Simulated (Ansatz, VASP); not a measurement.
# One calculation of Hg, two programs

Contents of INCAR:

```
SYSTEM = Hg
  PREC = Accurate
  ENCUT = 500
  EDIFF = 1E-7
  ISMEAR = -1
  SIGMA = 0.005
  LREAL = .False.
  LASPH = .True.
  NELM = 120
  ALGO = Normal
  ISIF = 3
  LWAVE = .False.
  LCHARG = .False.
  GGA = LIBXC
  LIBXC1 = GGA_X_B88
  LIBXC2 = GGA_C_PBE
  IBRION = 2
  NSW = 80
  EDIFFG = -0.005
  GGA_COMPAT = .False.
  NELMIN = 4
```

KPOINTS

```
regular mesh
0
Gamma
  10 10 10
  0 0 0
```

Contents of POSCAR:

```
Hg
1.0
   -1.8767364354      1.8767364354      1.9168448550
    1.8767364354     -1.8767364354      1.9168448550
    1.8767364354      1.8767364354     -1.9168448550
Hg
1
Direct
    0.5000000000      0.5000000000      0.0000000000
```

The input input.yaml:

```yaml
crystal:
  lattice:
    - [-1.8767364354, 1.8767364354, 1.916844855]
    - [1.8767364354, -1.8767364354, 1.916844855]
    - [1.8767364354, 1.8767364354, -1.916844855]
  atoms:
    - { symbol: Hg, position: [0.5, 0.5, 0.0] }
kpoints:
  mp_grid: { grid: [10, 10, 10] }
scf:
  occupations: { method: fermi_dirac, width: 0.005 }
hamiltonian:
  xc: { exchange: b88, correlation: pbe }
  pseudopotentials: { kind: all_electron, datasets: crystal }
output:
  forces: true
  stress: true
relax:
  f_tol: 0.005
  max_steps: 60
  cell: {}
```

Alike in both runs: task relaxation of cell and atoms; functional b88 exchange, pbe correlation; k mesh 10 × 10 × 10; occupations fermi-dirac, width 0.005 eV; no spin polarisation.

|  | VASP | Ansatz |
| --- | --- | --- |
| version | VASP 6.6.1 | Ansatz 0.2.0 |
| potentials or method | VASP PAW PBE potentials, release 64 (Hg), cutoff 500 eV | all-electron PAW datasets made for the crystal |

|  | VASP | Ansatz | Ansatz less VASP |
| --- | --- | --- | --- |
| relaxed volume (Å³/atom) | 30.04 | 29.74 | -0.307 |
| relaxed cell length with the largest relative difference (Å) | 3.392 | 3.381 | -0.0116 |

VASP's potentials were made for PBE, not for b88 exchange, pbe correlation. Ansatz ran all-electron here, and VASP with PAW potentials.

Neither program's run includes spin-orbit coupling.
